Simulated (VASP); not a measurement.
Input of a VASP 6.6.1 run:

INCAR

```
  PREC = Accurate
  ENCUT = 600
  EDIFF = 1E-7
  ISMEAR = 0
  SIGMA = 0.1
  LREAL = F
  LASPH = T
  NELM = 80
  ALGO = Normal
  ISIF = 3
  LWAVE = F
  LCHARG = F
  GGA = PE
  IBRION = 2
  NSW = 100
  EDIFFG = -0.01
```

Contents of KPOINTS:

```
Automatic mesh
0
Gamma
  8 8 8
```

Contents of POSCAR:

```
Te4W
1.0
    5.2939608965      0.0000000000      0.0000000000
    0.0000000000      5.2939608965      0.0000000000
    0.0000000000      0.0000000000      5.2939608965
Te W
4 1
Direct
    0.0000000000      0.0000000000      0.0000000000
    0.5000000000      0.5000000000      0.0000000000
    0.5000000000      0.0000000000      0.5000000000
    0.0000000000      0.5000000000      0.5000000000
    0.5000000000      0.5000000000      0.5000000000
```

Potentials or basis: VASP PAW PBE potentials, release 64 (Te, W_sv).

The run is started by

```bash
$ cat potpaw_PBE.64/Te/POTCAR potpaw_PBE.64/W_sv/POTCAR > POTCAR
$ mpirun -np 1 vasp_std > vasp.out
```

Q: Estimate the band gap on the k mesh.

A: Zero (band 19 reaches 7.22 eV, above the bottom of band 20 at 5.29 eV).

Q: What does it give for the relaxed volume?

A: 29.64 Å³/atom.

Q: Predict the relaxed cell.

A: a = 5.292 Å, b = 5.292 Å, c = 5.292 Å, α = 90.00°, β = 90.00°, γ = 90.00°.

Q: What does it give for the space group after relaxing (to 0.05 Å)?

A: Pm-3m (No. 221).

Final structure:
```cif
data_structure
_symmetry_space_group_name_H-M 'P 1'
_symmetry_Int_Tables_number 1
_cell_length_a 5.2919
_cell_length_b 5.2919
_cell_length_c 5.2919
_cell_angle_alpha 90.000
_cell_angle_beta 90.000
_cell_angle_gamma 90.000
_cell_volume 148.19
loop_
_atom_site_label
_atom_site_type_symbol
_atom_site_fract_x
_atom_site_fract_y
_atom_site_fract_z
_atom_site_occupancy
Te1 Te 0.00000 0.00000 0.00000 1
Te2 Te 0.50000 0.50000 0.00000 1
Te3 Te 0.50000 0.00000 0.50000 1
Te4 Te 0.00000 0.50000 0.50000 1
W1 W 0.50000 0.50000 0.50000 1
```

Caveat: spin-orbit coupling is left out, which moves the levels of the heavy elements.
